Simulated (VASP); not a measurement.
Here is a VASP 6.6.1 calculation.

Contents of INCAR:

```
SYSTEM = MgO
ALGO = Normal ; EDIFF = 1E-6
ENCUT = 520 ; GGA_COMPAT = .FALSE.
ISIF = 2 ; ISMEAR = -1
LASPH = .TRUE. ; LCHARG = .FALSE.
LREAL = .FALSE. ; LWAVE = .FALSE.
NBANDS = 16 ; NELM = 120
NELMDL = -8 ; PREC = Accurate
SIGMA = 0.1
```

The input KPOINTS:

```
k-points
0
G
  6 6 4
  0 0 0
```

The input POSCAR:

```
MgO
1.0
    2.9380210000      0.0000000000      0.0000000000
   -1.4690100000      2.5444010000      0.0000000000
    0.0000000000      0.0000000000      6.3593600000
Mg O
2 2
Direct
    0.0000000000      0.0000000000      0.0000000000
    0.0000000000      0.0000000000      0.4213757359
    0.3333333333      0.6666666667      0.2106878680
    0.3333333333      0.6666666667      0.6320636039
```

Potentials or basis: VASP PAW LDA potentials, release 64 (Mg, O).

Launch:

```console
$ cat potpaw_LDA.64/Mg/POTCAR potpaw_LDA.64/O/POTCAR > POTCAR
$ mpirun -np 1 vasp_std > vasp.out
```

(1) Estimate the largest force.

(2) Estimate the band gap on the k mesh.

Answers

(1) 3.212 eV/Å.

(2) zero (bands 8 and 9 overlap by 0.10 eV).

Caveat: the k points lie up to 0.41 Å⁻¹ apart.
